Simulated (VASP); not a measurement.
Here is a VASP 6.6.1 calculation.

INCAR

```
ALGO = Normal
EDIFF = 1E-6
ENCUT = 520
GGA = PS
ISIF = 2
ISMEAR = 0
LASPH = T
LCHARG = F
LREAL = F
LWAVE = F
NBANDS = 23
NELM = 80
PREC = Accurate
SIGMA = 0.15
```

KPOINTS

```
k-points
0
Gamma
  14 14 10
```

The input POSCAR:

```
HfN
1.0
    0.0000000000     -2.2508000098     -2.2508000098
    0.0000000000      2.2508000098     -2.2508000098
    4.5016000196      0.0000000000      0.0000000000
Hf N
2 2
Direct
    0.5142171672      0.4857828328      0.5000000000
   -0.0142171672      0.0142171672      0.0000000000
    0.4922404648      0.5077595352      0.0000000000
    0.0077595352     -0.0077595352      0.5000000000
```

Potentials or basis: VASP PAW PBE potentials, release 64 (Hf_pv, N).

Launch:

```sh
$ cat potpaw_PBE.64/Hf_pv/POTCAR potpaw_PBE.64/N/POTCAR > POTCAR
$ mpirun -np 1 vasp_std > vasp.out
```

**Question.** Estimate the largest force.

**Answer.** 0.913 eV/Å.

**Question.** Predict the band gap on the k mesh.

**Answer.** Zero (band 15 reaches 11.62 eV, above the bottom of band 16 at 4.82 eV).

Stress tensor (GPa, compression positive):
```
-2.12  0.00  0.00
 0.00 -1.27  0.00
 0.00  0.00 -2.12
```

Caveat: the cell differs from its parent crystal (mode 4 frozen in at -0.064 Å and mode 11 at +0.000 Å (largest displacements)); the PAW data sets were made with another functional, which shifts forces and pressure a little; spin-orbit coupling is left out, which moves the levels of the heavy elements.
